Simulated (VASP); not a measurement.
# Sn (Fd-3m) in VASP: settings compared

Aim: see how the results for Sn move with the level of theory and the settings. Levels: RPBE, PBEsol. Tasks: relaxation of cell and atoms, single point.

Everything below comes from runs of VASP 6.6.1. Logs are shortened: lines on timing, memory, paths and dates and some standing lists are left out, and cuts for length are marked.

### 1 The cell of the first run

It takes space group Fd-3m (No. 227, cubic). Conventional cell: a = 6.467 Å, b = 6.467 Å, c = 6.467 Å, α = 90.00°, β = 90.00°, γ = 90.00°. Sn (site symmetry -43m) has 4 Sn at 2.80 Å within 3.7 Å.

### 2 Relaxation of cell and atoms, RPBE

Contents of INCAR:

```
SYSTEM = Sn
ALGO = Normal
EDIFF = 1E-6
EDIFFG = -0.01
ENCUT = 600
GGA = RP
IBRION = 2
ISIF = 3
ISMEAR = -1
LASPH = .True.
LCHARG = .False.
LREAL = .False.
LWAVE = .False.
NELM = 100
NSW = 60
PREC = Accurate
SIGMA = 0.05
```

Contents of KPOINTS:

```
k-points
0
Gamma
  7 7 7
  0 0 0
```

Contents of POSCAR:

```
Sn
1.0
    0.0000000000      3.2333428000      3.2333428000
    3.2333428000      0.0000000000      3.2333428000
    3.2333428000      3.2333428000      0.0000000000
Sn
2
Direct
    0.7500000000      0.7500000000      0.7500000000
    0.5000000000      0.5000000000      0.5000000000
```

Potentials or basis: VASP PAW PBE potentials, release 64 (Sn_d).

Launch:

```
cat potpaw_PBE.64/Sn_d/POTCAR > POTCAR
mpirun -np 1 vasp_std > vasp.out
```

OUTCAR:

```text
SYSTEM = Sn
   EDIFF = 1E-6
   EDIFFG = -0.01
   ENCUT = 600
   GGA = RP
   IBRION = 2
   ISIF = 3
   ISMEAR = -1
   LASPH = .True.
   LREAL = .False.
   NELM = 100
   NSW = 60
   PREC = Accurate

 ion  position               nearest neighbor table
   1  0.750  0.750  0.750-   2 2.80   2 2.80   2 2.80   2 2.80
   2  0.500  0.500  0.500-   1 2.80   1 2.80   1 2.80   1 2.80

  LATTYP: Found a face centered cubic cell.
 ALAT       =     6.4666856000

  Lattice vectors:

 A1 = (   0.0000000000,   3.2333428000,   3.2333428000)
 A2 = (   3.2333428000,   0.0000000000,   3.2333428000)
 A3 = (   3.2333428000,   3.2333428000,   0.0000000000)

Analysis of symmetry for initial positions (statically):
=====================================================================
 Subroutine PRICEL returns:
 Original cell was already a primitive cell.

 Routine SETGRP: Setting up the symmetry group for a
 face centered cubic supercell.

 Subroutine GETGRP returns: Found 48 space group operations
 (whereof 24 operations were pure point group operations)
 out of a pool of 48 trial point group operations.

The static configuration has the point symmetry T_d .
 The point group associated with its full space group is O_h .

Analysis of symmetry for dynamics (positions and initial velocities):
=====================================================================
 Subroutine PRICEL returns:
 Original cell was already a primitive cell.

 Routine SETGRP: Setting up the symmetry group for a
 face centered cubic supercell.

 Subroutine GETGRP returns: Found 48 space group operations
 (whereof 24 operations were pure point group operations)
 out of a pool of 48 trial point group operations.

The dynamic configuration has the point symmetry T_d .
 The point group associated with its full space group is O_h .

 Subroutine INISYM returns: Found 48 space group operations
 (whereof 24 operations are pure point group operations),
 and found     1 'primitive' translations

----------------------------------------------------------------------------------------

                                     Primitive cell

  volume of cell :      67.6060

  direct lattice vectors                    reciprocal lattice vectors
     0.000000000  3.233342800  3.233342800    -0.154638723  0.154638723  0.154638723
     3.233342800  0.000000000  3.233342800     0.154638723 -0.154638723  0.154638723
     3.233342800  3.233342800  0.000000000     0.154638723  0.154638723 -0.154638723

  length of vectors
     4.572637240  4.572637240  4.572637240     0.267842124  0.267842124  0.267842124

  position of ions in fractional coordinates (direct lattice)
[... 58 lines left out ...]
   total plane-waves  NPLWV =  64000
   dimension x,y,z NGX =    40 NGY =   40 NGZ =   40
   dimension x,y,z NGXF=    80 NGYF=   80 NGZF=   80
   ions per type =               2
   NGX,Y,Z   is equivalent  to a cutoff of  14.54, 14.54, 14.54 a.u.
   NGXF,Y,Z  is equivalent  to a cutoff of  29.09, 29.09, 29.09 a.u.
 SYSTEM =  Sn
   PREC   = accura    normal or accurate (medium, high low for compatibility)
   ISTART =      0    job   : 0-new  1-cont  2-samecut
   ICHARG =      2    charge: 1-file 2-atom 10-const
   ISPIN  =      1    spin polarized calculation?
   LNONCOLLINEAR =      F non collinear calculations
   LSORBIT =      F    spin-orbit coupling
   LASPH  =      T    aspherical Exc in radial PAW
   ENCUT  =  600.0 eV  44.10 Ry    6.64 a.u.   9.13  9.13  9.13*2*pi/ulx,y,z
   NELM   =    100;   NELMIN=  2; NELMDL= -5     # of ELM steps
   EDIFF  = 0.1E-05   stopping-criterion for ELM
   LREAL  =      F    real-space projection
   EDIFFG = -.1E-01   stopping-criterion for IOM
   NSW    =     60    number of steps for IOM
   IBRION =      2    ionic relax: 0-MD 1-quasi-New 2-CG
   NFREE  =      1    steps in history (QN), initial steepest desc. (CG)
   ISIF   =      3    stress and relaxation
   ISYM   =      2    0-nonsym 1-usesym 2-fastsym
   POTIM  = 0.5000    time-step for ionic-motion
   TEBEG  =    0.0;   TEEND  =   0.0 temperature during run
   PSTRESS=    0.0 pullay stress
   NELECT =      28.0000    total number of electrons
   NUPDOWN=      -1.0000    fix difference up-down
   EMIN   =  10.00;   EMAX   =-10.00  energy-range for DOS
   EFERMI =   0.00;   METHOD = LEGACY
   ISMEAR =    -1;   SIGMA  =   0.05  broadening in eV -4-tet -1-fermi 0-gaus
   EFERMI_NEDOS =   21; number of points for ismear=-14 and -15
   IALGO  =     38    algorithm
   IMIX   =      4    mixing-type and parameters
     AMIX     =   0.40;   BMIX     =  1.00
     AMIX_MAG =   1.60;   BMIX_MAG =  1.00
  volume/ion in A,a.u.               =      33.80       228.11
  Fermi-wavevector in a.u.,A,eV,Ry     =   1.220298  2.306028 20.260793  1.489126
  Thomas-Fermi vector in A             =   2.355520
   LORBIT       =      0    0 simple, 1 ext, 2 COOP (PROOUT), +10 PAW based schemes
   GGA     = RP    functional components
   LHFCALC =     F    Hartree Fock is set to
   AEXX    =    0.0000 exact exchange contribution
   IVDW    =     0    specifies the selected vdW correction
   LEPSILON=     F    determine dielectric tensor
   LRPA    =     F    only Hartree local field effects (RPA)
 conjugate gradient relaxation of ions
 non-spin polarized calculation
  energy-cutoff  :      600.00
  volume of cell :       67.61
 maximum number of plane-waves:      2281
 NGX is ok and might be reduce to    40
   NGX = 19   NGY = 19   NGZ = 19

--------------------------------------- Ionic step        1  -------------------------------------------

 number of electron      28.0000005 magnetization

 Free energy of the ion-electron system (eV)
  ---------------------------------------------------
  ext. energy  EPLUGINS =         0.00000000
  ---------------------------------------------------
  free energy    TOTEN  =        -6.89821780 eV

  energy without entropy =       -6.89659213  energy(sigma->0) =       -6.89740496

 E-fermi :   5.9094     XC(G=0):  -8.7520

 val. band max:        5.6053783603   @ k =   0.1429   0.0000   0.0000
 cond. band min:       5.9622213079   @ k =   0.0000   0.0000   0.0000
 fundamental gap:      0.3568429476
 Fermi energy:         5.9093543374

 k-point     1 :       0.0000    0.0000    0.0000
  band No.  band energies     occupation
      1     -15.8693      2.00000
      2     -15.8693      2.00000
      3     -15.8693      2.00000
      4     -15.8096      2.00000
      5     -15.8096      2.00000
      6     -15.4925      2.00000
[... 480 lines left out ...]
--------------------------------------- Ionic step        3  -------------------------------------------

 number of electron      28.0000001 magnetization

 Free energy of the ion-electron system (eV)
  ---------------------------------------------------
  ext. energy  EPLUGINS =         0.00000000
  ---------------------------------------------------
  free energy    TOTEN  =        -7.02306662 eV

  energy without entropy =       -7.01935911  energy(sigma->0) =       -7.02121286

 E-fermi :   4.5707     XC(G=0):  -8.2159

 val. band max:        4.4626459323   @ k =   0.1429   0.0000   0.0000
 cond. band min:       4.5777073826   @ k =   0.4286   0.0000   0.0000
 fundamental gap:      0.1150614503
 Fermi energy:         4.5707278842

 k-point     1 :       0.0000    0.0000    0.0000
  band No.  band energies     occupation
      1     -16.8713      2.00000
      2     -16.8713      2.00000
      3     -16.8713      2.00000
      4     -16.8268      2.00000
      5     -16.8268      2.00000
      6     -16.5986      2.00000
[... 438 lines left out ...]
  FREE ENERGIE OF THE ION-ELECTRON SYSTEM (eV)
  ---------------------------------------------------
  free  energy   TOTEN  =        -7.0230666185 eV

  energy  without entropy=       -7.0193591079  energy(sigma->0) =       -7.02121286

 reached required accuracy - stopping structural energy minimisation
```

OSZICAR:

```text
N       E                     dE             d eps       ncg     rms          rms(c)
DAV:   1     0.216958559786E+03    0.21696E+03   -0.16565E+04   720   0.250E+03
DAV:   2     0.139465174104E+02   -0.20301E+03   -0.20137E+03   722   0.474E+02
DAV:   3    -0.628602033831E+01   -0.20233E+02   -0.20104E+02   834   0.151E+02
[... 26 lines left out ...]
DAV:   4    -0.702315875051E+01    0.32280E-02   -0.73632E-03   754   0.105E+00    0.503E-02
DAV:   5    -0.702303895723E+01    0.11979E-03   -0.39066E-04  1048   0.167E-01    0.261E-02
DAV:   6    -0.702305851886E+01   -0.19562E-04   -0.91539E-05   730   0.103E-01    0.128E-02
DAV:   7    -0.702306576272E+01   -0.72439E-05   -0.58679E-06   660   0.162E-02    0.290E-03
DAV:   8    -0.702306661852E+01   -0.85580E-06   -0.93745E-06   562   0.133E-02
   3 F= -.70230666E+01 E0= -.70212129E+01  d E =-.124849E+00
```

Run time: 2.4 min. Hardware: 1 thread of AMD EPYC 7R13, shared host; peak memory 0.25 GiB.

What came out:

```
Free energy                            : -7.0231 eV
Relaxed volume                         : 38.12 Å³/atom
Relaxed cell                           : a = 4.759 Å, b = 4.759 Å, c = 4.759 Å, α = 60.00°, β = 60.00°, γ = 60.00°
Space group after relaxing (to 0.05 Å) : Fd-3m (No. 227)
Energy gained by relaxing              : 62.4 meV/atom
Ionic steps                            : 3
Pressure after relaxing                : 0.0 GPa
Band gap on the k mesh                 : zero (band 14 reaches 4.76 eV, above the bottom of band 15 at 4.58 eV)
```

The path:
```
step  energy change (eV)  largest force (eV/Å)  pressure (GPa)  volume (Å³)
   1              0.0000                0.0000            5.20        67.61
   2             -0.1165                0.0000           -0.97        78.93
   3             -0.1248                0.0000            0.01        76.24
```

Final structure:
```
Sn
1.0
     0.00000    3.36547    3.36547
     3.36547    0.00000    3.36547
     3.36547    3.36547    0.00000
Sn
2
Direct
  0.75000 0.75000 0.75000
  0.50000 0.50000 0.50000
```

Levels at points of the mesh, in eV from the Fermi level:
```tsv
k point	band 12	band 13	band 14	band 15	band 16	band 17
(0.00, 0.00, 0.00)	-1.19	0.19	0.19	0.19	2.25	2.25
```

Caveat: the PAW data sets were made with another functional, which shifts forces and pressure a little; spin-orbit coupling is left out, which moves the levels of the heavy elements; the volume moved by +13 % from the deposited cell, more than functionals usually miss. Zero-point motion and thermal expansion aren't in these numbers.

### 3 Single point, PBEsol, non-collinear spin, zero start, spin-orbit coupling

Contents of INCAR:

```
SYSTEM = Sn
PREC     = Accurate       ! precision mode
ENCUT    = 520            ! plane-wave cutoff, eV
EDIFF    = 1E-7           ! SCF threshold, eV
ISMEAR   = -1             ! smearing method
SIGMA    = 0.05           ! smearing width, eV
LREAL    = .FALSE.        ! projectors in reciprocal space
LASPH    = .TRUE.         ! aspherical terms in the spheres
NELM     = 150            ! most SCF steps
ALGO     = Fast           ! electronic algorithm
ISIF     = 2              ! what is computed and relaxed
LWAVE    = .FALSE.        ! write WAVECAR
LCHARG   = .FALSE.        ! write CHGCAR
MAGMOM   = 0 0 0 0 0 0    ! initial moments
LORBIT   = 11             ! projections on sites
LSORBIT  = .TRUE.         ! spin-orbit coupling
GGA_COMPAT= .FALSE.      
LORBMOM  = .TRUE.       
GGA      = PS             ! functional
NBANDS   = 40             ! bands
```

Contents of KPOINTS:

```
regular mesh
0
G
  5 5 5
  0 0 0
```

POSCAR is that of step 2.

Potentials or basis: VASP PAW PBE potentials, release 64 (Sn_d).

Launch:

```
cat potpaw_PBE.64/Sn_d/POTCAR > POTCAR
mpirun -np 1 vasp_ncl > vasp.out
```

It took 3.5 min on 1 thread of AMD EPYC 7R13, shared host; peak memory 0.38 GiB.

Results (log left out):

- Free energy: -8.4905 eV
- Pressure: 1.6 GPa
- Net moment: 0.00 μB per cell
- Valence electrons inside the program's atomic spheres: Sn 12.36

Moments on the atoms (μB; x, y, z):
```
Sn  0.00 0.00 0.00
Sn  0.00 0.00 0.00
```

Caveat: the PAW data sets were made with another functional, which shifts forces and pressure a little.
